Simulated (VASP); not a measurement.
# Bi (Im-3m) in VASP: further runs, part 2 of 2

VASP 6.6.1.

**4. Single point, PBEsol**

This run uses another cell than the first one, of 24.35 Å³/atom, 0.783 times its volume.

The input, INCAR:

```
SYSTEM = Bi
PREC     = Accurate       ! precision mode
ENCUT    = 520            ! plane-wave cutoff, eV
EDIFF    = 1E-6           ! SCF threshold, eV
ISMEAR   = -1             ! smearing method
SIGMA    = 0.05           ! smearing width, eV
LREAL    = .FALSE.        ! projectors in reciprocal space
LASPH    = .TRUE.         ! aspherical terms in the spheres
NELM     = 100            ! most SCF steps
ALGO     = Normal         ! electronic algorithm
ISIF     = 2              ! what is computed and relaxed
LWAVE    = .FALSE.        ! write WAVECAR
LCHARG   = .TRUE.         ! write CHGCAR
GGA      = PS             ! functional
LELF     = .TRUE.         ! ELF
LVHAR    = .TRUE.       
NBANDS   = 14             ! bands
```

The input, KPOINTS:

```
Automatic mesh
0
G
  9 9 9
  0 0 0
```

The input, POSCAR:

```
Bi
1.0
   -1.8259903455      1.8259903455      1.8259903455
    1.8259903455     -1.8259903455      1.8259903455
    1.8259903455      1.8259903455     -1.8259903455
Bi
1
Direct
    0.0000000000      0.0000000000      0.0000000000
```

Potentials or basis: VASP PAW PBE potentials, release 64 (Bi_d).

On the command line:

```
$ cat potpaw_PBE.64/Bi_d/POTCAR > POTCAR
$ mpirun -np 1 vasp_std > vasp.out
```

OUTCAR:

```text
SYSTEM = Bi
   PREC = Accurate
   ENCUT = 520
   EDIFF = 1E-6
   ISMEAR = -1
   LREAL = .FALSE.
   LASPH = .TRUE.
   NELM = 100
   ISIF = 2
   GGA = PS

 ion  position               nearest neighbor table
   1  0.000  0.000  0.000-

  LATTYP: Found a body centered cubic cell.
 ALAT       =     3.6519806910

  Lattice vectors:

 A1 = (  -1.8259903455,   1.8259903455,   1.8259903455)
 A2 = (   1.8259903455,  -1.8259903455,   1.8259903455)
[... 586 lines left out ...]
     14      30.7504      0.00000

 [... further k-points ...]

------------------------ aborting loop because EDIFF is reached ----------------------------------------

  FORCE on cell =-STRESS in cart. coord.  units (eV):
  Direction    XX          YY          ZZ          XY          YZ          ZX
  --------------------------------------------------------------------------------------
  -------------------------------------------------------------------------------------
  Total        3.0217349      3.0217349      3.0217349     -0.0000000     -0.0000000      0.0000000
  in kB      198.7977740    198.7977740    198.7977740     -0.0000000     -0.0000000      0.0000000
  external PRESSURE =     198.7977740 kB  Pullay stress =       0.0000000 kB

 VOLUME and BASIS-vectors are now :
 -----------------------------------------------------------------------------
  energy-cutoff  :      520.00
  volume of cell :       24.35
      direct lattice vectors                 reciprocal lattice vectors
    -1.825990345  1.825990345  1.825990345     0.000000000  0.273824011  0.273824011
     1.825990345 -1.825990345  1.825990345     0.273824011  0.000000000  0.273824011
     1.825990345  1.825990345 -1.825990345     0.273824011  0.273824011  0.000000000

 POSITION                                       TOTAL-FORCE (eV/Angst)
 -----------------------------------------------------------------------------------
      0.00000      0.00000      0.00000        -0.000000      0.000000     -0.000000
 -----------------------------------------------------------------------------------
    total drift:                               -0.000000      0.000000      0.000000

  FREE ENERGIE OF THE ION-ELECTRON SYSTEM (eV)
  ---------------------------------------------------
  free  energy   TOTEN  =        -3.9443540403 eV

  energy  without entropy=       -3.9426775653  energy(sigma->0) =       -3.94351580
```

OSZICAR:

```text
N       E                     dE             d eps       ncg     rms          rms(c)
DAV:   1     0.114217269591E+03    0.11422E+03   -0.77150E+03  1000   0.136E+03
DAV:   2     0.237606812530E+01   -0.11184E+03   -0.10795E+03  1058   0.357E+02
DAV:   3    -0.381746361086E+01   -0.61935E+01   -0.61743E+01  1228   0.776E+01
DAV:   4    -0.395394643719E+01   -0.13648E+00   -0.13644E+00  1258   0.120E+01
DAV:   5    -0.395928620956E+01   -0.53398E-02   -0.53397E-02  1342   0.214E+00    0.670E-01
DAV:   6    -0.394880632119E+01    0.10480E-01   -0.93220E-03  1342   0.151E+00    0.353E-01
DAV:   7    -0.394456327527E+01    0.42430E-02   -0.51321E-03  1460   0.115E+00    0.744E-02
DAV:   8    -0.394436032471E+01    0.20295E-03   -0.41071E-04  1306   0.310E-01    0.694E-03
DAV:   9    -0.394435524839E+01    0.50763E-05   -0.10822E-05  1316   0.516E-02    0.387E-03
DAV:  10    -0.394435398185E+01    0.12665E-05   -0.60765E-07   916   0.957E-03    0.445E-04
DAV:  11    -0.394435404031E+01   -0.58461E-07   -0.25509E-07   802   0.836E-03
   1 F= -.39443540E+01 E0= -.39435158E+01  d E =-.167648E-02
```

Wall time 9.4 s (1 thread of AMD EPYC 7R13 (Zen 3), shared host); peak memory 0.11 GiB.

Results:

| Quantity | Value |
| --- | --- |
| Free energy | -3.9444 eV |
| Pressure | 19.9 GPa |

Caveat: the PAW data sets were made with another functional, which shifts forces and pressure a little; spin-orbit coupling is left out, which moves the levels of the heavy elements.

**5. Overview**

| level | spin | cell | k mesh | gap on the mesh (eV) | pressure (GPa) |
| --- | --- | --- | --- | --- | --- |
| PBE | non-collinear, zero start, SOC | a = 3.432 Å, angles 109.5°, 1 atom | 7 × 7 × 7 | - | 2.4 |
| PBEsol | off | a = 3.100 Å, angles 109.5°, 1 atom | 9 × 9 × 9 | none | 29.9 |
| PBEsol | off | a = 3.163 Å, angles 109.5°, 1 atom | 9 × 9 × 9 | none | 19.9 |

Alike in all rows: task single point; potentials or basis VASP PAW PBE potentials, release 64 (Bi_d); cutoff (eV) 520; smearing fermi-dirac 0.05 eV.

Caveats: the PAW data sets were made with another functional, which shifts forces and pressure a little (some runs); spin-orbit coupling is left out, which moves the levels of the heavy elements (some runs).

Total energies depend on the potentials used, so only differences within one code and one set of settings carry meaning.
